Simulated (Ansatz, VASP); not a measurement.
**Two plane-wave programs on InAs**

```
In As
1.0
     0.00000    3.01800    3.01800
     3.01800    0.00000    3.01800
     3.01800    3.01800    0.00000
In As
1 1
Direct
  0.00000 0.00000 0.00000
  0.75000 0.75000 0.75000
```

Alike in both runs: task relaxation of cell and atoms; functional PBE; k mesh 8 × 8 × 8; occupations fermi-dirac, width 0.05 eV; no spin polarisation.

|  | VASP | Ansatz |
| --- | --- | --- |
| version | VASP 6.6.1 | Ansatz 0.2.0 |
| potentials or method | VASP PAW PBE potentials, release 64 (In, As) | Ansatz PAW |
| plane-wave cutoff (eV) | 580 | 420 |
| valence electrons in the cell | 8 | 28 |

|  | VASP | Ansatz | Ansatz less VASP |
| --- | --- | --- | --- |
| relaxed volume (Å³/atom) | 29.95 | 29.60 | -0.346 |
| relaxed cell length with the largest relative difference (Å) | 4.392 | 4.375 | -0.0170 |

VASP's potentials hold 8 valence electrons a cell and Ansatz's 28, so a difference there can come from the potentials and not from the codes.

Noted on Ansatz's run: the plane-wave basis is chosen anew once the cell has moved, so the energies of steps on either side of that aren't comparable.
